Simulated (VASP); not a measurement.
# P (P4/mmm) in VASP: relaxation of cell and atoms with LDA

Aim: the relaxation of cell and atoms of P with LDA.

Everything below comes from runs of VASP 6.6.1. Logs are shortened: lines on timing, memory, paths and dates and some standing lists are left out, and cuts for length are marked.

## 1. The cell of the first run

Symmetry: P4/mmm, No. 123, tetragonal system. The conventional cell has a = 4.273 Å, b = 4.273 Å, c = 4.378 Å, α = 90.00°, β = 90.00°, γ = 90.00°. Within 5.6 Å of P (site symmetry 4/mmm) lie 6 P at 4.27 to 4.38 Å.

## 2. Relaxation of cell and atoms, LDA

Contents of INCAR:

```
SYSTEM = P
PREC = Accurate
ENCUT = 600
EDIFF = 1E-6
ISMEAR = 0
SIGMA = 0.1
LREAL = .FALSE.
LASPH = .TRUE.
NELM = 60
ALGO = Normal
ISIF = 3
LWAVE = .FALSE.
LCHARG = .FALSE.
IBRION = 2
NSW = 100
EDIFFG = -0.005
```

Contents of KPOINTS:

```
Automatic mesh
0
G
  10 10 10
  0 0 0
```

Contents of POSCAR:

```
P
1.0
    4.2729048574      0.0000000000      0.0000000000
    0.0000000000      4.2729048574      0.0000000000
    0.0000000000      0.0000000000      4.3780000000
P
1
Direct
    0.0000000000      0.0000000000      0.0000000000
```

Potentials or basis: VASP PAW LDA potentials, release 64 (P).

Run with:

```sh
cat potpaw_LDA.64/P/POTCAR > POTCAR
mpirun -np 1 vasp_std > vasp.out
```

OUTCAR:

```text
SYSTEM = P
   PREC = Accurate
   ENCUT = 600
   EDIFF = 1E-6
   ISMEAR = 0
   LREAL = .FALSE.
   LASPH = .TRUE.
   NELM = 60
   ISIF = 3
   IBRION = 2
   NSW = 100
   EDIFFG = -0.005

 ion  position               nearest neighbor table
   1  0.000  0.000  0.000-

  LATTYP: Found a simple tetragonal cell.
 ALAT       =     4.2729048574
 C/A-ratio  =     1.0245957132

  Lattice vectors:

 A1 = (   4.2729048574,   0.0000000000,   0.0000000000)
 A2 = (   0.0000000000,   4.2729048574,   0.0000000000)
 A3 = (   0.0000000000,   0.0000000000,   4.3780000000)

Analysis of symmetry for initial positions (statically):
=====================================================================
 Subroutine PRICEL returns:
 Original cell was already a primitive cell.

 Routine SETGRP: Setting up the symmetry group for a
 simple tetragonal supercell.

 Subroutine GETGRP returns: Found 16 space group operations
 (whereof 16 operations were pure point group operations)
 out of a pool of 16 trial point group operations.

The static configuration has the point symmetry D_4h.

Analysis of symmetry for dynamics (positions and initial velocities):
=====================================================================
 Subroutine PRICEL returns:
 Original cell was already a primitive cell.

 Routine SETGRP: Setting up the symmetry group for a
 simple tetragonal supercell.

 Subroutine GETGRP returns: Found 16 space group operations
 (whereof 16 operations were pure point group operations)
 out of a pool of 16 trial point group operations.

The dynamic configuration has the point symmetry D_4h.

 Subroutine INISYM returns: Found 16 space group operations
 (whereof 16 operations are pure point group operations),
 and found     1 'primitive' translations

----------------------------------------------------------------------------------------

                                     Primitive cell

  volume of cell :      79.9323

  direct lattice vectors                    reciprocal lattice vectors
     4.272904857  0.000000000  0.000000000     0.234032826  0.000000000  0.000000000
     0.000000000  4.272904857  0.000000000     0.000000000  0.234032826  0.000000000
     0.000000000  0.000000000  4.378000000     0.000000000  0.000000000  0.228414801

  length of vectors
     4.272904857  4.272904857  4.378000000     0.234032826  0.234032826  0.228414801

  position of ions in fractional coordinates (direct lattice)
     0.000000000  0.000000000  0.000000000

  ion indices of the primitive-cell ions
   primitive index   ion index
                 1           1

----------------------------------------------------------------------------------------

 KPOINTS: Automatic mesh

Automatic generation of k-mesh.
 Grid dimensions read from file:
 generate k-points for:   10   10   10

 Generating k-lattice:

  Cartesian coordinates                     Fractional coordinates (reciprocal lattice)
     0.023403283  0.000000000  0.000000000     0.100000000  0.000000000  0.000000000
     0.000000000  0.023403283  0.000000000     0.000000000  0.100000000  0.000000000
     0.000000000  0.000000000  0.022841480     0.000000000  0.000000000  0.100000000

  Length of vectors
     0.023403283  0.023403283  0.022841480

  Shift w.r.t. Gamma in fractional coordinates (k-lattice)
     0.000000000  0.000000000  0.000000000

 Subroutine IBZKPT returns following result:
 ===========================================

 Found    126 irreducible k-points:

 Following reciprocal coordinates:
            Coordinates               Weight
  0.000000  0.000000  0.000000      1.000000
  0.100000  0.000000  0.000000      4.000000
  0.200000  0.000000  0.000000      4.000000
  0.300000  0.000000  0.000000      4.000000
  0.400000  0.000000  0.000000      4.000000
  0.500000  0.000000  0.000000      2.000000
[... 16 lines left out ...]
  0.100000  0.000000  0.100000      8.000000
  0.200000  0.000000  0.100000      8.000000
 [... further k-points ...]
   k-points           NKPTS =    126   k-points in BZ     NKDIM =    126   number of bands    NBANDS=      6
   number of dos      NEDOS =    301   number of ions     NIONS =      1
   total plane-waves  NPLWV =  46656
   dimension x,y,z NGX =    36 NGY =   36 NGZ =   36
   dimension x,y,z NGXF=    72 NGYF=   72 NGZF=   72
   ions per type =               1
   NGX,Y,Z   is equivalent  to a cutoff of  14.01, 14.01, 13.67 a.u.
   NGXF,Y,Z  is equivalent  to a cutoff of  28.01, 28.01, 27.34 a.u.
 SYSTEM =  P
   PREC   = accura    normal or accurate (medium, high low for compatibility)
   ISTART =      0    job   : 0-new  1-cont  2-samecut
   ICHARG =      2    charge: 1-file 2-atom 10-const
   ISPIN  =      1    spin polarized calculation?
   LNONCOLLINEAR =      F non collinear calculations
   LSORBIT =      F    spin-orbit coupling
   LASPH  =      T    aspherical Exc in radial PAW
   ENCUT  =  600.0 eV  44.10 Ry    6.64 a.u.   8.53  8.53  8.74*2*pi/ulx,y,z
   NELM   =     60;   NELMIN=  2; NELMDL= -5     # of ELM steps
   EDIFF  = 0.1E-05   stopping-criterion for ELM
   LREAL  =      F    real-space projection
   EDIFFG = -.5E-02   stopping-criterion for IOM
   NSW    =    100    number of steps for IOM
   IBRION =      2    ionic relax: 0-MD 1-quasi-New 2-CG
   NFREE  =      1    steps in history (QN), initial steepest desc. (CG)
   ISIF   =      3    stress and relaxation
   ISYM   =      2    0-nonsym 1-usesym 2-fastsym
   POTIM  = 0.5000    time-step for ionic-motion
   TEBEG  =    0.0;   TEEND  =   0.0 temperature during run
   PSTRESS=    0.0 pullay stress
   NELECT =       5.0000    total number of electrons
   NUPDOWN=      -1.0000    fix difference up-down
   EMIN   =  10.00;   EMAX   =-10.00  energy-range for DOS
   EFERMI =   0.00;   METHOD = LEGACY
   ISMEAR =     0;   SIGMA  =   0.10  broadening in eV -4-tet -1-fermi 0-gaus
   EFERMI_NEDOS =   21; number of points for ismear=-14 and -15
   IALGO  =     38    algorithm
   IMIX   =      4    mixing-type and parameters
     AMIX     =   0.40;   BMIX     =  1.00
     AMIX_MAG =   1.60;   BMIX_MAG =  1.00
  volume/ion in A,a.u.               =      79.93       539.41
  Fermi-wavevector in a.u.,A,eV,Ry     =   0.649866  1.228069  5.746099  0.422326
  Thomas-Fermi vector in A             =   1.718961
   LORBIT       =      0    0 simple, 1 ext, 2 COOP (PROOUT), +10 PAW based schemes
   GGA     = CA    functional components
   LHFCALC =     F    Hartree Fock is set to
   AEXX    =    0.0000 exact exchange contribution
   IVDW    =     0    specifies the selected vdW correction
   LEPSILON=     F    determine dielectric tensor
   LRPA    =     F    only Hartree local field effects (RPA)
 conjugate gradient relaxation of ions
 non-spin polarized calculation
 Gauss-broadening in eV      SIGMA  =   0.10
  energy-cutoff  :      600.00
  volume of cell :       79.93
 maximum number of plane-waves:      2687
 NGX is ok and might be reduce to    36
   NGX = 17   NGY = 17   NGZ = 17

--------------------------------------- Ionic step        1  -------------------------------------------

 number of electron       5.0000000 magnetization

 Free energy of the ion-electron system (eV)
  ---------------------------------------------------
  ext. energy  EPLUGINS =         0.00000000
  ---------------------------------------------------
  free energy    TOTEN  =        -1.27128291 eV

  energy without entropy =       -1.25613275  energy(sigma->0) =       -1.26370783

------------------------ aborting loop because EDIFF is reached ----------------------------------------

  FORCE on cell =-STRESS in cart. coord.  units (eV):
  Direction    XX          YY          ZZ          XY          YZ          ZX
  --------------------------------------------------------------------------------------
  -------------------------------------------------------------------------------------
  Total       -2.1475898     -2.1475898     -1.9287327      0.0000000     -0.0000000      0.0000000
  in kB      -43.0466840    -43.0466840    -38.6598738      0.0000000     -0.0000000      0.0000000
  external PRESSURE =     -41.5844139 kB  Pullay stress =       0.0000000 kB
[... 756 lines left out ...]
 k-point    24 :       0.2000    0.0000    0.1000
  band No.  band energies     occupation
      1      -6.0109      2.00000
      2       7.3553      2.00000
      3      13.1461      0.00000
      4      13.6409      0.00000
      5      17.9367      0.00000
      6      22.6195      0.00000

 [... further k-points ...]

[... ionic steps 4 to 17 ...]

--------------------------------------- Ionic step       18  -------------------------------------------

 number of electron       5.0000000 magnetization

------------------------ aborting loop because EDIFF is reached ----------------------------------------

  FORCE on cell =-STRESS in cart. coord.  units (eV):
  Direction    XX          YY          ZZ          XY          YZ          ZX
  --------------------------------------------------------------------------------------
  -------------------------------------------------------------------------------------
  Total       -0.0065933     -0.0065933      0.0019088      0.0000000     -0.0000000      0.0000000
  in kB       -0.7545730     -0.7545730      0.2184499      0.0000000     -0.0000000      0.0000000
  external PRESSURE =      -0.4302320 kB  Pullay stress =       0.0000000 kB
[... 55 lines left out ...]
  energy  without entropy=       -6.0695190799  energy(sigma->0) =       -6.07048512

--------------------------------------- Ionic step       20  -------------------------------------------

 number of electron       5.0000000 magnetization

 Free energy of the ion-electron system (eV)
  ---------------------------------------------------
  ext. energy  EPLUGINS =         0.00000000
  ---------------------------------------------------
  free energy    TOTEN  =        -6.07145267 eV

  energy without entropy =       -6.06951798  energy(sigma->0) =       -6.07048532

 E-fermi :  10.3111     XC(G=0): -11.5606

 val. band max:       10.2685896438   @ k =   0.2000   0.2000   0.0000
 cond. band min:      10.3335417437   @ k =   0.2000   0.1000   0.2000
 fundamental gap:      0.0649520999
 Fermi energy:        10.3111051758

 k-point     1 :       0.0000    0.0000    0.0000
  band No.  band energies     occupation
      1      -6.6971      2.00000
      2      15.3335      0.00000
      3      15.3430      0.00000
      4      15.3430      0.00000
      5      16.9610      0.00000
      6      16.9638      0.00000
[... 235 lines left out ...]
  FREE ENERGIE OF THE ION-ELECTRON SYSTEM (eV)
  ---------------------------------------------------
  free  energy   TOTEN  =        -6.0714526714 eV

  energy  without entropy=       -6.0695179784  energy(sigma->0) =       -6.07048532

 reached required accuracy - stopping structural energy minimisation
```

Run time: 4 min. Hardware: 1 thread of Intel Xeon Platinum 8488C (Sapphire Rapids), shared host; peak memory 0.25 GiB.

What came out:

```
Free energy                           : -6.0715 eV
Relaxed volume                        : 13.99 Å³/atom
Relaxed cell                          : a = 2.410 Å, b = 2.410 Å, c = 2.410 Å, α = 90.00°, β = 90.00°, γ = 90.00°
Space group after relaxing (to 0.1 Å) : Pm-3m (No. 221)
Pressure after relaxing               : 0.0 GPa
Band gap on the k mesh                : zero (an odd number of electrons rules out a gap without spin polarisation)
```

Final structure:
```
CELL_PARAMETERS angstrom
2.40962 0.00000 0.00000
0.00000 2.40962 0.00000
0.00000 0.00000 2.41015
ATOMIC_POSITIONS crystal
P 0.00000 0.00000 0.00000
```

Caveat: the volume moved by over 15 % at a fixed basis, so the end points are rough. LDA usually gives volumes a few per cent too small.
